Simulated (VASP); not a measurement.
A run of VASP 6.6.1 is set up as follows.

The input INCAR:

```
  ALGO = Normal
  EDIFF = 1E-7
  ENCUT = 520
  GGA = PE
  ISIF = 2
  ISMEAR = 0
  ISPIN = 2
  LASPH = T
  LCHARG = F
  LMAXMIX = 4
  LORBIT = 11
  LREAL = F
  LWAVE = F
  MAGMOM = 1 0 0 0 0 0 0 0 0 0 0 0 0 0
  NBANDS = 54
  NELM = 150
  PREC = Accurate
  SIGMA = 0.1
```

The input KPOINTS:

```
k-points
0
Gamma
  4 4 4
```

Contents of POSCAR:

```
IrAuC6N6
1.0
    0.0000000000      5.0945000000      5.0945000000
    5.0945000000      0.0000000000      5.0945000000
    5.0945000000      5.0945000000      0.0000000000
Ir C Au N
1 6 1 6
Direct
    0.5000000000      0.5000000000      0.5000000000
    0.8118559200      0.1881440800      0.1881440800
    0.1881440800      0.8118559200      0.1881440800
    0.1881440800      0.1881440800      0.8118559200
    0.1881440800      0.8118559200      0.8118559200
    0.8118559200      0.1881440800      0.8118559200
    0.8118559200      0.8118559200      0.1881440800
    0.0000000000      0.0000000000      0.0000000000
    0.6970262000      0.3029738000      0.3029738000
    0.3029738000      0.6970262000      0.3029738000
    0.3029738000      0.3029738000      0.6970262000
    0.3029738000      0.6970262000      0.6970262000
    0.6970262000      0.3029738000      0.6970262000
    0.6970262000      0.6970262000      0.3029738000
```

Potentials or basis: VASP PAW PBE potentials, release 64 (Ir, C, Au, N).

Command:

```console
$ cat potpaw_PBE.64/Ir/POTCAR potpaw_PBE.64/C/POTCAR potpaw_PBE.64/Au/POTCAR potpaw_PBE.64/N/POTCAR > POTCAR
$ mpirun -np 1 vasp_std > vasp.out
```

Problem. What does it give for the pressure?

Solution. 15.0 GPa.

Problem. What does it give for the largest force?

Solution. 5.288 eV/Å.

Problem. Estimate the net moment.

Solution. 0.00 μB per cell.

Problem. Predict the band gap on the k mesh.

Solution. Zero (filled and empty bands overlap).

Forces on the atoms (eV/Å):
```
Ir   0.000  0.000  0.000
C    5.288  0.000  0.000
C    0.000  5.288  0.000
C    0.000  0.000  5.288
C   -5.288  0.000  0.000
C    0.000 -5.288  0.000
C    0.000  0.000 -5.288
Au   0.000  0.000  0.000
N   -0.264  0.000  0.000
N    0.000 -0.264  0.000
N    0.000  0.000 -0.264
N    0.264  0.000  0.000
N    0.000  0.264  0.000
N    0.000  0.000  0.264
```

Caveat: the cell stands under pressure; spin-orbit coupling is left out, which moves the levels of the heavy elements; forces of over 1 eV/Å act on the atoms, so gaps and moduli don't describe the material at rest.
